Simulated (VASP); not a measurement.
A run of VASP 6.6.1 is set up as follows.

INCAR

```
SYSTEM = Ti3Al
ALGO     = Normal         ! electronic algorithm
EDIFF    = 1E-6           ! SCF threshold, eV
ENCUT    = 520            ! plane-wave cutoff, eV
GGA      = PS             ! functional
ISIF     = 2              ! what is computed and relaxed
ISMEAR   = 1              ! smearing method
LASPH    = .TRUE.         ! aspherical terms in the spheres
LCHARG   = .FALSE.        ! write CHGCAR
LREAL    = .FALSE.        ! projectors in reciprocal space
LWAVE    = .FALSE.        ! write WAVECAR
NBANDS   = 28             ! bands
NELM     = 100            ! most SCF steps
PREC     = Accurate       ! precision mode
SIGMA    = 0.15           ! smearing width, eV
```

The input KPOINTS:

```
k-points
0
G
  6 6 6
  0 0 0
```

POSCAR

```
Ti3Al
1.0
    0.0000000000      3.2531841469      3.2531841469
    3.2531841469      0.0000000000      3.2531841469
    3.2531841469      3.2531841469      0.0000000000
Ti Al
3 1
Direct
    0.7500000000      0.7500000000      0.7500000000
    0.2500000000      0.2500000000      0.2500000000
    0.0000000000      0.0000000000      0.0000000000
    0.5000000000      0.5000000000      0.5000000000
```

Potentials or basis: VASP PAW PBE potentials, release 64 (Ti_sv, Al).

The run is started by

```sh
$ cat potpaw_PBE.64/Ti_sv/POTCAR potpaw_PBE.64/Al/POTCAR > POTCAR
$ mpirun -np 1 vasp_std > vasp.out
```

**Question.** Estimate the pressure.

**Answer.** -7.0 GPa.

Caveat: the PAW data sets were made with another functional, which shifts forces and pressure a little.
